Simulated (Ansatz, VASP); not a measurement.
Two plane-wave programs on Nb

POSCAR

```
Nb
1.0
    0.0000000000      2.1150000000      2.1150000000
    2.3265000000      0.0000000000      2.1150000000
    2.3265000000      2.1150000000      0.0000000000
Nb
1
Direct
    0.0000000000      0.0000000000      0.0000000000
```

The input INCAR.step1:

```
SYSTEM = Nb
ALGO     = Normal         ! electronic algorithm
EDIFF    = 1E-4           ! SCF threshold, eV
ENCUT    = 520            ! plane-wave cutoff, eV
GGA      = PE             ! functional
ISMEAR   = 0              ! smearing method
LASPH    = .TRUE.         ! aspherical terms in the spheres
LCHARG   = .FALSE.        ! write CHGCAR
LREAL    = .FALSE.        ! projectors in reciprocal space
LWAVE    = .TRUE.         ! write WAVECAR
NBANDS   = 12             ! bands
NELM     = 80             ! most SCF steps
PREC     = Accurate       ! precision mode
SIGMA    = 0.15           ! smearing width, eV
```

File INCAR.step2:

```
SYSTEM = Nb
ALGO     = Normal         ! electronic algorithm
EDIFF    = 1E-6           ! SCF threshold, eV
ENCUT    = 520            ! plane-wave cutoff, eV
ISIF     = 2              ! what is computed and relaxed
ISMEAR   = 0              ! smearing method
ISTART   = 1            
LASPH    = .TRUE.         ! aspherical terms in the spheres
LCHARG   = .TRUE.         ! write CHGCAR
LELF     = .TRUE.         ! ELF
LMIXTAU  = .TRUE.       
LREAL    = .FALSE.        ! projectors in reciprocal space
LVHAR    = .TRUE.       
LWAVE    = .FALSE.        ! write WAVECAR
METAGGA  = R2SCAN         ! meta-GGA
NBANDS   = 12             ! bands
NELM     = 80             ! most SCF steps
PREC     = Accurate       ! precision mode
SIGMA    = 0.15           ! smearing width, eV
```

The input KPOINTS:

```
k-points
0
G
  20 20 20
  0 0 0
```

Input for Ansatz:

```yaml
crystal:
  lattice:
    - [0.0, 2.115, 2.115]
    - [2.3265, 0.0, 2.115]
    - [2.3265, 2.115, 0.0]
  atoms:
    - { symbol: Nb, position: [0.0, 0.0, 0.0] }
basis:
  ecutwfc: 500
kpoints:
  mp_grid: { grid: [20, 20, 20] }
hamiltonian:
  xc: r2scan
scf:
  occupations: { method: gaussian, width: 0.15 }
output:
  forces: true
  stress: true
  eigenvalues: true
```

Change from the starting cell: strain +0.1000 x Voigt [1, 0, 0, 0, 0, 0], atoms carried along.

Alike in both runs: task single point; functional r2SCAN; k mesh 20 × 20 × 20; occupations gaussian, width 0.15 eV; no spin polarisation.

```csv
,VASP,Ansatz
version,VASP 6.6.1,Ansatz 0.2.0
potentials or method,"VASP PAW PBE potentials, release 64 (Nb_sv), cutoff 520 eV","scalar-relativistic, plane waves, PAW"
valence electrons in the cell,13,13
```

|  | VASP | Ansatz | Ansatz less VASP |
| --- | --- | --- | --- |
| gap on the k mesh at the Fermi level (eV) | none | none | - |
| pressure (GPa) | -16.1 | -15.9 | +0.17 |
| traceless stress, the component that is largest in VASP (GPa) | 7.62 | 7.66 | +0.033 |

VASP's potentials were made for PBE, not for r2SCAN. A gap of «none» marks a metal or a gap that the smearing closes.
